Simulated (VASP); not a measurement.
Set up this calculation in VASP 6.6.1, as the native input.

```yaml
Task: single point
Functional: PBE
Potentials_or_basis: VASP PAW PBE potentials, release 64 (Si, Ti_sv)
Cutoff: 400 eV
k_mesh: 2 × 2 × 2
Occupations: fermi-dirac, width 0.05 eV
Spin: no spin polarisation
Dipole_correction: no
Further_INCAR_settings: ALGO = Normal; EDIFF = 1e-06; NBANDS = 52
```

The structure of TiSi16 (a cell with a defect) lies in POSCAR:

```
TiSi16
1.0
    0.0000000000      5.4300000000      5.4300000000
    5.4300000000      0.0000000000      5.4300000000
    5.4300000000      5.4300000000      0.0000000000
Si Ti
16 1
Direct
    0.0004511971      0.0217219153      0.0089594843
    0.1177348066      0.1628729282      0.1288029466
   -0.0090423573      0.0064088398      0.5213075506
    0.1464640884      0.1172559853      0.6514732965
    0.0139686924      0.5378360958     -0.0265653775
    0.1601933702      0.6317403315      0.1292541436
   -0.0257550645      0.4568968692      0.5891988950
    0.1399355433      0.6381860037      0.6004511971
    0.4743738490      0.0998802947     -0.0723112339
    0.6304143646      0.1231767956      0.1226979742
    0.5140607735     -0.0646132597      0.5434898711
    0.6193278085      0.1176519337      0.5916298343
    0.5421915285      0.4953775322      0.0221731123
    0.6306906077      0.7006353591      0.0599723757
    0.4935267035      0.5042081031      0.4303406998
    0.5846593002      0.5612154696      0.6788029466
    0.7686187845      0.7239594843      0.2955064457
```

The input as run:

INCAR

```
PREC = Accurate ; ENCUT = 400
EDIFF = 1E-6 ; ISMEAR = -1
SIGMA = 0.05 ; LREAL = F
LASPH = T ; NELM = 120
ALGO = Normal ; ISIF = 2
LWAVE = F ; LCHARG = F
GGA = PE ; NBANDS = 52
GGA_COMPAT = F
```

KPOINTS

```
Automatic mesh
0
Gamma
  2 2 2
```

Potentials or basis: VASP PAW PBE potentials, release 64 (Si, Ti_sv).

The run is started by

```sh
$ cat potpaw_PBE.64/Si/POTCAR potpaw_PBE.64/Ti_sv/POTCAR > POTCAR
$ mpirun -np 1 vasp_std > vasp.out
```

Results of the run:

- Pressure: 3.4 GPa
- Largest force: 2.769 eV/Å
- Band gap on the k mesh: zero (band 38 reaches 6.78 eV, above the bottom of band 39 at 6.52 eV)

Caveat: the k points lie up to 0.50 Å⁻¹ apart.

Wall time 74 s on 1 thread of Intel(R) Xeon(R) 6975P-C (Granite Rapids) (shared host), peak memory 0.36 GiB.
